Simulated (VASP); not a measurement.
# Pt in VASP: further runs

The runs below take Pt through single point, with r2SCAN, PBE.

All numbers are computed with VASP 6.6.1; they aren't measurements. Logs are shortened: lines on timing, memory, paths and dates and some standing lists are left out, and cuts for length are marked.

## (1) The cell of the first run

It takes space group P6_3/mmc (No. 194, hexagonal). The conventional cell has a = 2.761 Å, b = 2.761 Å, c = 4.792 Å, α = 90.00°, β = 90.00°, γ = 120.00°. Pt (site symmetry -6m2) has 12 Pt at 2.76 to 2.88 Å within 3.6 Å.

This isn't the form of Pt at room conditions, which is fcc.

## (2) Single point, r2SCAN

The input, POSCAR:

```
Pt
1.0
    2.7606656158      0.0000000000      0.0000000000
   -1.3803328079      2.3908065546      0.0000000000
    0.0000000000      0.0000000000      4.7921340000
Pt
2
Direct
    0.3333333333      0.6666666667      0.2500000000
    0.6666666667      0.3333333333      0.7500000000
```

The input, INCAR.step1:

```
PREC     = Accurate       # precision mode
ENCUT    = 520            # plane-wave cutoff, eV
ISMEAR   = -1             # smearing method
SIGMA    = 0.05           # smearing width, eV
LREAL    = F              # projectors in reciprocal space
LASPH    = T              # aspherical terms in the spheres
NELM     = 100            # most SCF steps
NBANDS   = 17             # bands
GGA      = PE             # functional
ALGO     = Normal         # electronic algorithm
EDIFF    = 1E-4           # SCF threshold, eV
LWAVE    = T              # write WAVECAR
LCHARG   = F              # write CHGCAR
```

The input, INCAR.step2:

```
PREC     = Accurate       # precision mode
ENCUT    = 520            # plane-wave cutoff, eV
EDIFF    = 1E-6           # SCF threshold, eV
ISMEAR   = -1             # smearing method
SIGMA    = 0.05           # smearing width, eV
LREAL    = F              # projectors in reciprocal space
LASPH    = T              # aspherical terms in the spheres
NELM     = 100            # most SCF steps
ALGO     = Normal         # electronic algorithm
ISIF     = 2              # what is computed and relaxed
LWAVE    = F              # write WAVECAR
LCHARG   = F              # write CHGCAR
METAGGA  = R2SCAN         # meta-GGA
LMIXTAU  = T            
NBANDS   = 17             # bands
ISTART   = 1
```

The input, KPOINTS:

```
Automatic mesh
0
Gamma
  6 6 3
```

Potentials or basis: VASP PAW PBE potentials, release 64 (Pt).

On the command line:

```console
$ cat potpaw_PBE.64/Pt/POTCAR > POTCAR
$ cp INCAR.step1 INCAR
$ mpirun -np 1 vasp_std > vasp.out
$ cp INCAR.step2 INCAR
$ mpirun -np 1 vasp_std > vasp.out
```

OUTCAR:

```text
PREC = Accurate
   ENCUT = 520
   EDIFF = 1E-6
   ISMEAR = -1
   LREAL = F
   LASPH = T
   NELM = 100
   ISIF = 2
   METAGGA = R2SCAN
   ISTART = 1

 ion  position               nearest neighbor table
   1  0.333  0.667  0.250-   2 2.88   2 2.88   2 2.88   2 2.88   2 2.88   2 2.88
   2  0.667  0.333  0.750-   1 2.88   1 2.88   1 2.88   1 2.88   1 2.88   1 2.88

  LATTYP: Found a hexagonal cell.
 ALAT       =     2.7606656158
 C/A-ratio  =     1.7358618054

  Lattice vectors:

 A1 = (   2.7606656158,   0.0000000000,   0.0000000000)
 A2 = (  -1.3803328079,   2.3908065546,   0.0000000000)
 A3 = (   0.0000000000,   0.0000000000,   4.7921340000)

Analysis of symmetry for initial positions (statically):
=====================================================================
 Subroutine PRICEL returns:
 Original cell was already a primitive cell.

 Routine SETGRP: Setting up the symmetry group for a
 hexagonal supercell.

 Subroutine GETGRP returns: Found 24 space group operations
 (whereof 12 operations were pure point group operations)
 out of a pool of 24 trial point group operations.

The static configuration has the point symmetry D_3d.
 The point group associated with its full space group is D_6h.

Analysis of symmetry for dynamics (positions and initial velocities):
=====================================================================
 Subroutine PRICEL returns:
 Original cell was already a primitive cell.

 Routine SETGRP: Setting up the symmetry group for a
 hexagonal supercell.

 Subroutine GETGRP returns: Found 24 space group operations
 (whereof 12 operations were pure point group operations)
 out of a pool of 24 trial point group operations.

The dynamic configuration has the point symmetry D_3d.
 The point group associated with its full space group is D_6h.

 Subroutine INISYM returns: Found 24 space group operations
 (whereof 12 operations are pure point group operations),
 and found     1 'primitive' translations

----------------------------------------------------------------------------------------

                                     Primitive cell

  volume of cell :      31.6291

  direct lattice vectors                    reciprocal lattice vectors
     2.760665616  0.000000000  0.000000000     0.362231483  0.209134444  0.000000000
    -1.380332808  2.390806555  0.000000000     0.000000000  0.418268888  0.000000000
     0.000000000  0.000000000  4.792134000     0.000000000  0.000000000  0.208675300

  length of vectors
     2.760665616  2.760665616  4.792134000     0.418268888  0.418268888  0.208675300

  position of ions in fractional coordinates (direct lattice)
     0.333333333  0.666666667  0.250000000
     0.666666667  0.333333333  0.750000000

  ion indices of the primitive-cell ions
   primitive index   ion index
                 1           1
                 2           2

----------------------------------------------------------------------------------------

 KPOINTS: Automatic mesh

Automatic generation of k-mesh.
 Grid dimensions read from file:
 generate k-points for:    6    6    3

 Generating k-lattice:

  Cartesian coordinates                     Fractional coordinates (reciprocal lattice)
     0.060371914  0.034855741  0.000000000     0.166666667  0.000000000  0.000000000
     0.000000000  0.069711481  0.000000000     0.000000000  0.166666667  0.000000000
     0.000000000  0.000000000  0.069558433     0.000000000  0.000000000  0.333333333

  Length of vectors
     0.069711481  0.069711481  0.069558433

  Shift w.r.t. Gamma in fractional coordinates (k-lattice)
     0.000000000  0.000000000  0.000000000

 Subroutine IBZKPT returns following result:
 ===========================================

 Found     14 irreducible k-points:

 Following reciprocal coordinates:
            Coordinates               Weight
  0.000000  0.000000  0.000000      1.000000
  0.166667  0.000000  0.000000      6.000000
  0.333333  0.000000  0.000000      6.000000
  0.500000 -0.000000  0.000000      3.000000
  0.166667  0.166667  0.000000      6.000000
  0.333333  0.166667  0.000000     12.000000
  0.333333  0.333333  0.000000      2.000000
  0.000000  0.000000  0.333333      2.000000
  0.166667  0.000000  0.333333     12.000000
  0.333333  0.000000  0.333333     12.000000
  0.500000 -0.000000  0.333333      6.000000
  0.166667  0.166667  0.333333     12.000000
  0.333333  0.166667  0.333333     24.000000
  0.333333  0.333333  0.333333      4.000000
   k-points           NKPTS =     14   k-points in BZ     NKDIM =     14   number of bands    NBANDS=     17
   number of dos      NEDOS =    301   number of ions     NIONS =      2
   total plane-waves  NPLWV =  20736
   dimension x,y,z NGX =    24 NGY =   24 NGZ =   36
   dimension x,y,z NGXF=    48 NGYF=   48 NGZF=   72
   ions per type =               2
   NGX,Y,Z   is equivalent  to a cutoff of  14.45, 14.45, 12.49 a.u.
   NGXF,Y,Z  is equivalent  to a cutoff of  28.91, 28.91, 24.98 a.u.
 SYSTEM =  unknown system
   PREC   = accura    normal or accurate (medium, high low for compatibility)
   ISTART =      1    job   : 0-new  1-cont  2-samecut
   ICHARG =      0    charge: 1-file 2-atom 10-const
   ISPIN  =      1    spin polarized calculation?
   LNONCOLLINEAR =      F non collinear calculations
   LSORBIT =      F    spin-orbit coupling
   LASPH  =      T    aspherical Exc in radial PAW
   ENCUT  =  520.0 eV  38.22 Ry    6.18 a.u.   5.13  5.13  8.91*2*pi/ulx,y,z
   NELM   =    100;   NELMIN=  2; NELMDL=  0     # of ELM steps
   EDIFF  = 0.1E-05   stopping-criterion for ELM
   LREAL  =      F    real-space projection
   EDIFFG = 0.1E-04   stopping-criterion for IOM
   NSW    =      0    number of steps for IOM
   IBRION =     -1    ionic relax: 0-MD 1-quasi-New 2-CG
   NFREE  =      0    steps in history (QN), initial steepest desc. (CG)
   ISIF   =      2    stress and relaxation
   ISYM   =      2    0-nonsym 1-usesym 2-fastsym
   POTIM  = 0.5000    time-step for ionic-motion
   TEBEG  =    0.0;   TEEND  =   0.0 temperature during run
   PSTRESS=    0.0 pullay stress
   NELECT =      20.0000    total number of electrons
   NUPDOWN=      -1.0000    fix difference up-down
   EMIN   =  10.00;   EMAX   =-10.00  energy-range for DOS
   EFERMI =   0.00;   METHOD = LEGACY
   ISMEAR =    -1;   SIGMA  =   0.05  broadening in eV -4-tet -1-fermi 0-gaus
   EFERMI_NEDOS =   21; number of points for ismear=-14 and -15
   IALGO  =     38    algorithm
   IMIX   =      4    mixing-type and parameters
     AMIX     =   0.40;   BMIX     =  1.00
     AMIX_MAG =   1.60;   BMIX_MAG =  1.00
  volume/ion in A,a.u.               =      15.81       106.72
  Fermi-wavevector in a.u.,A,eV,Ry     =   1.405149  2.655347 26.863944  1.974444
  Thomas-Fermi vector in A             =   2.527639
   LORBIT       =      0    0 simple, 1 ext, 2 COOP (PROOUT), +10 PAW based schemes
   METAGGA = R2SCAN    functional components
   LHFCALC =     F    Hartree Fock is set to
   AEXX    =    0.0000 exact exchange contribution
   IVDW    =     0    specifies the selected vdW correction
   LEPSILON=     F    determine dielectric tensor
   LRPA    =     F    only Hartree local field effects (RPA)
 non-spin polarized calculation
  energy-cutoff  :      520.00
  volume of cell :       31.63
 maximum number of plane-waves:       864
 NGX is ok and might be reduce to    24
   NGX = 11   NGY = 11   NGZ = 17

 number of electron      20.0000004 magnetization

 Free energy of the ion-electron system (eV)
  ---------------------------------------------------
  ext. energy  EPLUGINS =         0.00000000
  ---------------------------------------------------
  free energy    TOTEN  =      -103.04595957 eV

  energy without entropy =     -103.02941268  energy(sigma->0) =     -103.03768613

 E-fermi :  10.0698     XC(G=0): -14.2844

 val. band max:       10.0354322832   @ k =   0.5000  -0.0000   0.0000
 cond. band min:      10.1274451967   @ k =   0.5000  -0.0000   0.3333
 fundamental gap:      0.0920129135
 Fermi energy:        10.0698416968

 k-point     1 :       0.0000    0.0000    0.0000
  band No.  band energies     occupation
      1       0.1798      2.00000
      2       2.8507      2.00000
      3       6.0383      2.00000
      4       6.6069      2.00000
      5       6.6069      2.00000
      6       6.9789      2.00000
[... 9 lines left out ...]
     16      28.3791      0.00000
     17      32.1232      0.00000

 k-point     2 :       0.1667    0.0000    0.0000
  band No.  band energies     occupation
      1       1.1766      2.00000
      2       3.6891      2.00000
      3       5.8210      2.00000
      4       6.4518      2.00000
      5       6.7061      2.00000
      6       6.9930      2.00000
[... 9 lines left out ...]
     16      28.6918      0.00000
     17      28.8930      0.00000

 k-point     3 :       0.3333    0.0000    0.0000
  band No.  band energies     occupation
      1       3.1119      2.00000
      2       3.9477      2.00000
      3       4.8922      2.00000
      4       6.1853      2.00000
      5       6.7292      2.00000
      6       6.9756      2.00000
[... 9 lines left out ...]
     16      25.8163      0.00000
     17      26.2181      0.00000

 k-point     4 :       0.5000   -0.0000    0.0000
  band No.  band energies     occupation
      1       3.5278      2.00000
      2       3.6051      2.00000
      3       4.2588      2.00000
      4       6.6004      2.00000
      5       6.8378      2.00000
      6       7.0962      2.00000
[... 9 lines left out ...]
     16      22.7850      0.00000
     17      24.2120      0.00000
[... 143 lines left out ...]
      1       3.4000      2.00000
      2       4.6425      2.00000
      3       5.1005      2.00000
      4       5.4558      2.00000
      5       6.0518      2.00000
      6       6.3012      2.00000
[... 9 lines left out ...]
     16      26.3449      0.00000
     17      26.5794      0.00000

 k-point    13 :       0.3333    0.1667    0.3333
  band No.  band energies     occupation
      1       3.8850      2.00000
      2       4.4717      2.00000
      3       4.9069      2.00000
      4       5.4918      2.00000
      5       6.4317      2.00000
      6       7.4353      2.00000
[... 9 lines left out ...]
     16      24.2683      0.00000
     17      25.1209      0.00000

 k-point    14 :       0.3333    0.3333    0.3333
  band No.  band energies     occupation
      1       4.9374      2.00000
      2       4.9374      2.00000
      3       5.0995      2.00000
      4       5.7642      2.00000
      5       6.3731      2.00000
      6       6.3731      2.00000
[... 9 lines left out ...]
     16      20.7076      0.00000
     17      27.4682      0.00000

------------------------ aborting loop because EDIFF is reached ----------------------------------------

  FORCE on cell =-STRESS in cart. coord.  units (eV):
  Direction    XX          YY          ZZ          XY          YZ          ZX
  --------------------------------------------------------------------------------------
  -------------------------------------------------------------------------------------
  Total       -1.3626295     -1.3626295     -1.4633298     -0.0000000      0.0000000      0.0000000
  in kB      -69.0241686    -69.0241686    -74.1251532     -0.0000000      0.0000000      0.0000000
  external PRESSURE =     -70.7244968 kB  Pullay stress =       0.0000000 kB

 VOLUME and BASIS-vectors are now :
 -----------------------------------------------------------------------------
  energy-cutoff  :      520.00
  volume of cell :       31.63
      direct lattice vectors                 reciprocal lattice vectors
     2.760665616  0.000000000  0.000000000     0.362231483  0.209134444  0.000000000
    -1.380332808  2.390806555  0.000000000     0.000000000  0.418268888  0.000000000
     0.000000000  0.000000000  4.792134000     0.000000000  0.000000000  0.208675300

 POSITION                                       TOTAL-FORCE (eV/Angst)
 -----------------------------------------------------------------------------------
     -0.00000      1.59387      1.19803        -0.000000      0.000000      0.000000
      1.38033      0.79694      3.59410         0.000000     -0.000000      0.000000
 -----------------------------------------------------------------------------------
    total drift:                               -0.000000      0.000000     -0.000000

  FREE ENERGIE OF THE ION-ELECTRON SYSTEM (eV)
  ---------------------------------------------------
  free  energy   TOTEN  =      -103.0459595696 eV

  energy  without entropy=     -103.0294126824  energy(sigma->0) =     -103.03768613
```

It took 34 s on 1 thread of Intel Xeon Platinum 8259CL at 2.50GHz (Skylake/Cascade Lake), shared host; peak memory 0.16 GiB.

What came out:

```
Free energy            : -103.0460 eV
Pressure               : -7.1 GPa
Band gap on the k mesh : zero (bands 10 and 11 overlap by 1.09 eV)
```

Stress tensor (GPa, compression positive):
```
-6.90  0.00  0.00
 0.00 -6.90  0.00
 0.00  0.00 -7.41
```

Caveat: the k points lie up to 0.44 Å⁻¹ apart, too coarse for converged energies and pressures of a metal; the PAW data sets were made with another functional, which shifts forces and pressure a little; spin-orbit coupling is left out, which moves the levels of the heavy elements.

## (3) Single point, PBE (atoms moved at random)

The input, INCAR:

```
SYSTEM = Pt
PREC = Accurate
ENCUT = 520
EDIFF = 1E-6
ISMEAR = -1
SIGMA = 0.05
LREAL = .FALSE.
LASPH = .TRUE.
NELM = 60
ALGO = Fast
ISIF = 2
LWAVE = .FALSE.
LCHARG = .FALSE.
GGA = PE
NBANDS = 17
```

The input, KPOINTS:

```
Automatic mesh
0
G
  11 11 6
  0 0 0
```

The input, POSCAR:

```
Pt
1.0
    2.7606656158      0.0000000000      0.0000000000
   -1.3803328079      2.3908065546      0.0000000000
    0.0000000000      0.0000000000      4.7921340000
Pt
2
Direct
    0.3284440000      0.6879730000      0.2528560000
    0.6733180000      0.3227900000      0.7433810000
```

Potentials or basis: VASP PAW PBE potentials, release 64 (Pt).

On the command line:

```console
$ cat potpaw_PBE.64/Pt/POTCAR > POTCAR
$ mpirun -np 1 vasp_std > vasp.out
```

Run time: 2.6 min. Hardware: 1 thread of Intel Xeon Platinum 8259CL at 2.50GHz (Skylake/Cascade Lake), shared host; peak memory 0.28 GiB.

The run converged. Its results:

```
Free energy            : -12.0791 eV
Pressure               : -0.7 GPa
Largest force          : 0.451 eV/Å
Band gap on the k mesh : zero (bands 10 and 11 overlap by 1.19 eV)
```

Forces on the atoms (eV/Å):
```
Pt  -0.067  0.027 -0.445
Pt   0.067 -0.027  0.445
```

Stress tensor (GPa, compression positive):
```
-0.58  0.11 -0.15
 0.11  0.00  0.21
-0.15  0.21 -1.61
```

Levels at points of the mesh, in eV from the Fermi level:
```
           k point  band 7  band 8  band 9  band 10  band 11  band 12  band 13  band 14
(0.00, 0.00, 0.00)   -2.98   -1.99   -1.57    -0.70    -0.43    -0.03     4.66    15.12
(0.00, 0.00, 0.50)   -3.38   -3.35   -0.95    -0.79    -0.77    -0.68    11.51    12.30
```

Caveat: the cell differs from its parent crystal (atoms moved at random); spin-orbit coupling is left out, which moves the levels of the heavy elements.
